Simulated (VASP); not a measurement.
# SnO2 (P4_2/mnm) in VASP: a series of runs

Runs on SnO2. Level: PBE. Tasks: single point, relaxation of cell and atoms.

Everything below comes from runs of VASP 6.6.1. Logs are shortened: lines on timing, memory, paths and dates and some standing lists are left out, and cuts for length are marked.

## (1) The cell of the first run

It takes space group P4_2/mnm (No. 136, tetragonal). Conventional cell: a = 4.828 Å, b = 4.828 Å, c = 3.238 Å, α = 90.00°, β = 90.00°, γ = 90.00°. Sn (site symmetry mmm) has 6 O at 2.09 Å within 2.8 Å. O (site symmetry m2m) has 3 Sn at 2.09 Å and 1 O at 2.64 Å within 2.8 Å.

## (2) Single point, PBE

Input file INCAR:

```
SYSTEM = SnO2
PREC = Accurate
ENCUT = 600
EDIFF = 1E-6
ISMEAR = 0
SIGMA = 0.02
LREAL = .False.
LASPH = .True.
NELM = 120
ALGO = Normal
ISIF = 2
LWAVE = .False.
LCHARG = .False.
GGA = PE
NBANDS = 35
GGA_COMPAT = .False.
```

Input file KPOINTS:

```
regular mesh
0
Gamma
  6 6 8
  0 0 0
```

Input file POSCAR:

```
SnO2
1.0
    4.8275285266      0.0000000000      0.0000000000
    0.0000000000      4.8275285266      0.0000000000
    0.0000000000      0.0000000000      3.2381076130
Sn O
2 4
Direct
    0.5000000000      0.5000000000      0.5000000000
    0.0000000000      0.0000000000      0.0000000000
    0.1934208539      0.8065791461      0.5000000000
    0.8065791461      0.1934208539      0.5000000000
    0.3065791461      0.3065791461      0.0000000000
    0.6934208539      0.6934208539      0.0000000000
```

Potentials or basis: VASP PAW PBE potentials, release 64 (Sn_d, O).

On the command line:

```
> cat potpaw_PBE.64/Sn_d/POTCAR potpaw_PBE.64/O/POTCAR > POTCAR
> mpirun -np 1 vasp_std > vasp.out
```

OUTCAR:

```text
SYSTEM = SnO2
   PREC = Accurate
   ENCUT = 600
   EDIFF = 1E-6
   ISMEAR = 0
   LREAL = .False.
   LASPH = .True.
   NELM = 120
   ISIF = 2
   GGA = PE

 ion  position               nearest neighbor table
   1  0.500  0.500  0.500-   5 2.09   6 2.09   5 2.09   6 2.09   3 2.09   4 2.09
   2  0.000  0.000  0.000-   3 2.09   4 2.09   3 2.09   4 2.09   5 2.09   6 2.09
   3  0.193  0.807  0.500-   2 2.09   2 2.09   1 2.09
   4  0.807  0.193  0.500-   2 2.09   2 2.09   1 2.09
   5  0.307  0.307  0.000-   1 2.09   1 2.09   2 2.09
   6  0.693  0.693  0.000-   1 2.09   1 2.09   2 2.09

  LATTYP: Found a simple tetragonal cell.
 ALAT       =     4.8275285266
 C/A-ratio  =     0.6707588770

  Lattice vectors:

 A1 = (   4.8275285266,   0.0000000000,   0.0000000000)
 A2 = (   0.0000000000,   4.8275285266,   0.0000000000)
 A3 = (   0.0000000000,   0.0000000000,   3.2381076130)

Analysis of symmetry for initial positions (statically):
=====================================================================
 Subroutine PRICEL returns:
 Original cell was already a primitive cell.

 Routine SETGRP: Setting up the symmetry group for a
 simple tetragonal supercell.

 Subroutine GETGRP returns: Found 16 space group operations
 (whereof  8 operations were pure point group operations)
 out of a pool of 16 trial point group operations.

The static configuration has the point symmetry D_2h.
 The point group associated with its full space group is D_4h.

Analysis of symmetry for dynamics (positions and initial velocities):
=====================================================================
 Subroutine PRICEL returns:
 Original cell was already a primitive cell.

 Routine SETGRP: Setting up the symmetry group for a
 simple tetragonal supercell.

 Subroutine GETGRP returns: Found 16 space group operations
 (whereof  8 operations were pure point group operations)
 out of a pool of 16 trial point group operations.

The dynamic configuration has the point symmetry D_2h.
 The point group associated with its full space group is D_4h.

 Subroutine INISYM returns: Found 16 space group operations
 (whereof  8 operations are pure point group operations),
 and found     1 'primitive' translations

----------------------------------------------------------------------------------------

                                     Primitive cell

  volume of cell :      75.4642

  direct lattice vectors                    reciprocal lattice vectors
     4.827528527  0.000000000  0.000000000     0.207145332  0.000000000  0.000000000
     0.000000000  4.827528527  0.000000000     0.000000000  0.207145332  0.000000000
     0.000000000  0.000000000  3.238107613     0.000000000  0.000000000  0.308822349

  length of vectors
     4.827528527  4.827528527  3.238107613     0.207145332  0.207145332  0.308822349

  position of ions in fractional coordinates (direct lattice)
     0.500000000  0.500000000  0.500000000
     0.000000000  0.000000000  0.000000000
     0.193420854  0.806579146  0.500000000
     0.806579146  0.193420854  0.500000000
     0.306579146  0.306579146  0.000000000
     0.693420854  0.693420854  0.000000000

  ion indices of the primitive-cell ions
   primitive index   ion index
                 1           1
                 2           2
                 3           3
                 4           4
                 5           5
                 6           6

----------------------------------------------------------------------------------------

 KPOINTS: regular mesh

Automatic generation of k-mesh.
 Grid dimensions read from file:
 generate k-points for:    6    6    8

 Generating k-lattice:

  Cartesian coordinates                     Fractional coordinates (reciprocal lattice)
     0.034524222  0.000000000  0.000000000     0.166666667  0.000000000  0.000000000
     0.000000000  0.034524222  0.000000000     0.000000000  0.166666667  0.000000000
     0.000000000  0.000000000  0.038602794     0.000000000  0.000000000  0.125000000

  Length of vectors
     0.034524222  0.034524222  0.038602794

  Shift w.r.t. Gamma in fractional coordinates (k-lattice)
     0.000000000  0.000000000  0.000000000

 Subroutine IBZKPT returns following result:
 ===========================================

 Found     50 irreducible k-points:

 Following reciprocal coordinates:
            Coordinates               Weight
  0.000000  0.000000  0.000000      1.000000
  0.166667  0.000000  0.000000      4.000000
  0.333333  0.000000  0.000000      4.000000
  0.500000  0.000000  0.000000      2.000000
  0.166667  0.166667  0.000000      4.000000
  0.333333  0.166667  0.000000      8.000000
[... 16 lines left out ...]
  0.333333  0.000000  0.250000      8.000000
  0.500000  0.000000  0.250000      4.000000
 [... further k-points ...]
   k-points           NKPTS =     50   k-points in BZ     NKDIM =     50   number of bands    NBANDS=     35
   number of dos      NEDOS =    301   number of ions     NIONS =      6
   total plane-waves  NPLWV =  44800
   dimension x,y,z NGX =    40 NGY =   40 NGZ =   28
   dimension x,y,z NGXF=    80 NGYF=   80 NGZF=   56
   ions per type =               2   4
   NGX,Y,Z   is equivalent  to a cutoff of  13.77, 13.77, 14.38 a.u.
   NGXF,Y,Z  is equivalent  to a cutoff of  27.55, 27.55, 28.75 a.u.
 SYSTEM =  SnO2
   PREC   = accura    normal or accurate (medium, high low for compatibility)
   ISTART =      0    job   : 0-new  1-cont  2-samecut
   ICHARG =      2    charge: 1-file 2-atom 10-const
   ISPIN  =      1    spin polarized calculation?
   LNONCOLLINEAR =      F non collinear calculations
   LSORBIT =      F    spin-orbit coupling
   LASPH  =      T    aspherical Exc in radial PAW
   ENCUT  =  600.0 eV  44.10 Ry    6.64 a.u.   9.64  9.64  6.47*2*pi/ulx,y,z
   NELM   =    120;   NELMIN=  2; NELMDL= -5     # of ELM steps
   EDIFF  = 0.1E-05   stopping-criterion for ELM
   LREAL  =      F    real-space projection
   EDIFFG = 0.1E-04   stopping-criterion for IOM
   NSW    =      0    number of steps for IOM
   IBRION =     -1    ionic relax: 0-MD 1-quasi-New 2-CG
   NFREE  =      0    steps in history (QN), initial steepest desc. (CG)
   ISIF   =      2    stress and relaxation
   ISYM   =      2    0-nonsym 1-usesym 2-fastsym
   POTIM  = 0.5000    time-step for ionic-motion
   TEBEG  =    0.0;   TEEND  =   0.0 temperature during run
   PSTRESS=    0.0 pullay stress
   NELECT =      52.0000    total number of electrons
   NUPDOWN=      -1.0000    fix difference up-down
   EMIN   =  10.00;   EMAX   =-10.00  energy-range for DOS
   EFERMI =   0.00;   METHOD = LEGACY
   ISMEAR =     0;   SIGMA  =   0.02  broadening in eV -4-tet -1-fermi 0-gaus
   EFERMI_NEDOS =   21; number of points for ismear=-14 and -15
   IALGO  =     38    algorithm
   IMIX   =      4    mixing-type and parameters
     AMIX     =   0.40;   BMIX     =  1.00
     AMIX_MAG =   1.60;   BMIX_MAG =  1.00
  volume/ion in A,a.u.               =      12.58        84.88
  Fermi-wavevector in a.u.,A,eV,Ry     =   1.445980  2.732506 28.447852  2.090858
  Thomas-Fermi vector in A             =   2.564100
   LORBIT       =      0    0 simple, 1 ext, 2 COOP (PROOUT), +10 PAW based schemes
   GGA     = PE    functional components
   LHFCALC =     F    Hartree Fock is set to
   AEXX    =    0.0000 exact exchange contribution
   IVDW    =     0    specifies the selected vdW correction
   LEPSILON=     F    determine dielectric tensor
   LRPA    =     F    only Hartree local field effects (RPA)
 non-spin polarized calculation
 Gauss-broadening in eV      SIGMA  =   0.02
  energy-cutoff  :      600.00
  volume of cell :       75.46
 maximum number of plane-waves:      2557
 NGX is ok and might be reduce to    40
   NGX = 19   NGY = 19   NGZ = 13

 number of electron      52.0000001 magnetization

 Free energy of the ion-electron system (eV)
  ---------------------------------------------------
  ext. energy  EPLUGINS =         0.00000000
  ---------------------------------------------------
  free energy    TOTEN  =       -37.32028940 eV

  energy without entropy =      -37.32028940  energy(sigma->0) =      -37.32028940

 E-fermi :   5.6678     XC(G=0): -10.9756

 val. band max:        5.5291398355   @ k =   0.0000   0.0000   0.0000
 cond. band min:       6.1983291251   @ k =   0.0000   0.0000   0.0000
 fundamental gap:      0.6691892896
 Fermi energy:         5.6677544725

 k-point     1 :       0.0000    0.0000    0.0000
  band No.  band energies     occupation
      1     -15.5056      2.00000
      2     -14.8412      2.00000
      3     -14.6481      2.00000
      4     -14.6206      2.00000
      5     -14.6206      2.00000
      6     -14.5550      2.00000
[... 27 lines left out ...]
     34      17.0106      0.00000
     35      17.7656      0.00000

 k-point     2 :       0.1667    0.0000    0.0000
  band No.  band energies     occupation
      1     -15.4681      2.00000
      2     -14.8831      2.00000
      3     -14.6473      2.00000
      4     -14.6192      2.00000
      5     -14.6191      2.00000
      6     -14.5835      2.00000
[... 27 lines left out ...]
     34      17.1129      0.00000
     35      17.7859      0.00000

 k-point     3 :       0.3333    0.0000    0.0000
  band No.  band energies     occupation
      1     -15.3601      2.00000
      2     -15.0162      2.00000
      3     -14.6445      2.00000
      4     -14.6214      2.00000
      5     -14.6161      2.00000
      6     -14.6160      2.00000
[... 27 lines left out ...]
     34      17.4754      0.00000
     35      17.7674      0.00000
[... 723 lines left out ...]
 k-point    23 :       0.3333    0.0000    0.2500
  band No.  band energies     occupation
      1     -15.2648      2.00000
      2     -15.1429      2.00000
      3     -14.8619      2.00000
      4     -14.6800      2.00000
      5     -14.5551      2.00000
      6     -14.5483      2.00000
[... 27 lines left out ...]
     34      17.4075      0.00000
     35      17.7360      0.00000

 k-point    24 :       0.5000    0.0000    0.2500
  band No.  band energies     occupation
      1     -15.2220      2.00000
      2     -15.2220      2.00000
      3     -14.7573      2.00000
      4     -14.7573      2.00000
      5     -14.5508      2.00000
      6     -14.5508      2.00000
[... 27 lines left out ...]
     34      17.5137      0.00000
     35      17.7993      0.00000

 [... further k-points ...]

------------------------ aborting loop because EDIFF is reached ----------------------------------------

  FORCE on cell =-STRESS in cart. coord.  units (eV):
  Direction    XX          YY          ZZ          XY          YZ          ZX
  --------------------------------------------------------------------------------------
  -------------------------------------------------------------------------------------
  Total        0.1587924      0.1587924      0.2898529     -0.0000000      0.0000000      0.0000000
  in kB        3.3713147      3.3713147      6.1538558     -0.0000000      0.0000000      0.0000000
  external PRESSURE =       4.2988284 kB  Pullay stress =       0.0000000 kB

 VOLUME and BASIS-vectors are now :
 -----------------------------------------------------------------------------
  energy-cutoff  :      600.00
  volume of cell :       75.46
      direct lattice vectors                 reciprocal lattice vectors
     4.827528527  0.000000000  0.000000000     0.207145332  0.000000000  0.000000000
     0.000000000  4.827528527  0.000000000     0.000000000  0.207145332  0.000000000
     0.000000000  0.000000000  3.238107613     0.000000000  0.000000000  0.308822349

 POSITION                                       TOTAL-FORCE (eV/Angst)
 -----------------------------------------------------------------------------------
      2.41376      2.41376      1.61905         0.000000      0.000000      0.000000
      0.00000      0.00000      0.00000         0.000000      0.000000      0.000000
      0.93374      3.89378      1.61905         0.011453     -0.011453      0.000000
      3.89378      0.93374      1.61905        -0.011453      0.011453      0.000000
      1.48002      1.48002      0.00000        -0.011453     -0.011453      0.000000
      3.34751      3.34751      0.00000         0.011453      0.011453      0.000000
 -----------------------------------------------------------------------------------
    total drift:                                0.000000      0.000000     -0.000000

  FREE ENERGIE OF THE ION-ELECTRON SYSTEM (eV)
  ---------------------------------------------------
  free  energy   TOTEN  =       -37.3202893997 eV

  energy  without entropy=      -37.3202893997  energy(sigma->0) =      -37.32028940
```

Run time: 2.9 min. Hardware: 1 thread of Oxide Virtual Turin-like, shared host; peak memory 0.25 GiB.

Results:

```yaml
Free_energy: -37.3203 eV
Pressure: 0.4 GPa
Largest_force: 0.016 eV/Å
Band_gap_on_the_k_mesh: 0.67 eV
```

Forces in eV/Å, atoms in the order of the input:
```
Sn   0.000  0.000  0.000
Sn   0.000  0.000  0.000
O    0.011 -0.011  0.000
O   -0.011  0.011  0.000
O   -0.011 -0.011  0.000
O    0.011  0.011  0.000
```

Stress tensor (GPa, compression positive):
```
0.34 0.00 0.00
0.00 0.34 0.00
0.00 0.00 0.62
```

Caveat: semilocal functionals underestimate gaps, and a narrow one can read as zero; spin-orbit coupling is left out, which moves the levels of the heavy elements.

## (3) Relaxation of cell and atoms, PBE

This run uses another cell than the first one, of 12.14 Å³/atom.

Input file INCAR:

```
SYSTEM = SnO2
ALGO = Normal
EDIFF = 1E-7
EDIFFG = -0.002
ENCUT = 600
GGA = PE
GGA_COMPAT = .FALSE.
IBRION = 2
ISIF = 3
ISMEAR = 0
LASPH = .TRUE.
LCHARG = .FALSE.
LREAL = .FALSE.
LWAVE = .FALSE.
NELM = 120
NELMIN = 4
NSW = 100
PREC = Accurate
SIGMA = 0.02
```

Input file KPOINTS:

```
k-points
0
G
  6 6 8
  0 0 0
```

Input file POSCAR:

```
SnO2
1.0
    4.7648180400      0.0000000000      0.0000000000
    0.0000000000      4.7648180400      0.0000000000
    0.0000000000      0.0000000000      3.2074997700
Sn O
2 4
Direct
    0.5000000000      0.5000000000      0.5000000000
    0.0000000000      0.0000000000      0.0000000000
    0.1940277000      0.8059723000      0.5000000000
    0.8059723000      0.1940277000      0.5000000000
    0.3059723000      0.3059723000      0.0000000000
    0.6940277000      0.6940277000      0.0000000000
```

Potentials or basis: VASP PAW PBE potentials, release 64 (Sn_d, O).

On the command line:

```
> cat potpaw_PBE.64/Sn_d/POTCAR potpaw_PBE.64/O/POTCAR > POTCAR
> mpirun -np 1 vasp_std > vasp.out
```

Wall time 13 min (1 thread of Oxide Virtual Turin-like, shared host); peak memory 0.24 GiB.

Results (log left out):

```yaml
Free_energy: -37.3146 eV
Relaxed_volume: 12.61 Å³/atom
Relaxed_cell: a = 4.830 Å, b = 4.830 Å, c = 3.242 Å, α = 90.00°, β = 90.00°, γ = 90.00°
Space_group_after_relaxing_to_0.1_Å: P4_2/mnm (No. 136)
Energy_gained_by_relaxing: 10.1 meV/atom
Ionic_steps: 9
Pressure_after_relaxing: 0.0 GPa
Band_gap_on_the_k_mesh: 0.64 eV
```

Step by step:
| step | energy change (eV) | largest force (eV/Å) | pressure (GPa) | volume (Å³) |
| --- | --- | --- | --- | --- |
| 1 | 0.0000 | 0.0408 | 7.28 | 72.82 |
| 2 | 0.0188 | 0.2360 | -7.00 | 78.79 |
| 3 | -0.0587 | 0.1009 | 0.02 | 75.50 |
| 4 | -0.0587 | 0.0983 | 0.15 | 75.45 |
| 5 | -0.0605 | 0.0107 | 0.10 | 75.56 |
| 6 | -0.0605 | 0.0123 | 0.10 | 75.59 |
| 7 | -0.0606 | 0.0010 | -0.09 | 75.68 |
| 8 | -0.0606 | 0.0039 | -0.04 | 75.65 |
| 9 | -0.0606 | 0.0006 | 0.00 | 75.64 |

Final structure:
```cif
data_structure
_symmetry_space_group_name_H-M 'P 1'
_symmetry_Int_Tables_number 1
_cell_length_a 4.8301
_cell_length_b 4.8301
_cell_length_c 3.2422
_cell_angle_alpha 90.000
_cell_angle_beta 90.000
_cell_angle_gamma 90.000
_cell_volume 75.64
loop_
_atom_site_label
_atom_site_type_symbol
_atom_site_fract_x
_atom_site_fract_y
_atom_site_fract_z
_atom_site_occupancy
Sn1 Sn 0.50000 0.50000 0.50000 1
Sn2 Sn 0.00000 0.00000 0.00000 1
O1 O 0.19346 0.80654 0.50000 1
O2 O 0.80654 0.19346 0.50000 1
O3 O 0.30654 0.30654 0.00000 1
O4 O 0.69346 0.69346 0.00000 1
```

Levels at points of the mesh, in eV from the valence-band top:
```csv
k point,band 22,band 23,band 24,band 25,band 26,band 27,band 28,band 29,band 30,band 31
"(0.00, 0.00, 0.00)",-1.26,-1.26,-0.74,-0.74,0.00,0.64,5.66,6.04,6.04,10.09
"(0.50, 0.00, 0.00)",-1.89,-1.21,-1.21,-0.60,-0.60,3.85,3.85,6.79,6.79,10.38
"(0.50, 0.50, 0.00)",-1.87,-1.33,-1.33,-0.85,-0.85,4.24,4.24,7.13,7.13,10.46
"(0.00, 0.00, 0.50)",-2.57,-1.52,-1.52,-1.18,-1.18,5.56,5.56,9.34,9.34,10.28
"(0.50, 0.00, 0.50)",-1.66,-1.01,-1.01,-0.75,-0.75,5.82,5.82,7.59,7.59,10.55
"(0.50, 0.50, 0.50)",-2.43,-0.91,-0.91,-0.78,-0.78,4.32,4.32,8.60,8.60,10.54
```

Caveat: semilocal functionals underestimate gaps, and a narrow one can read as zero; spin-orbit coupling is left out, which moves the levels of the heavy elements.
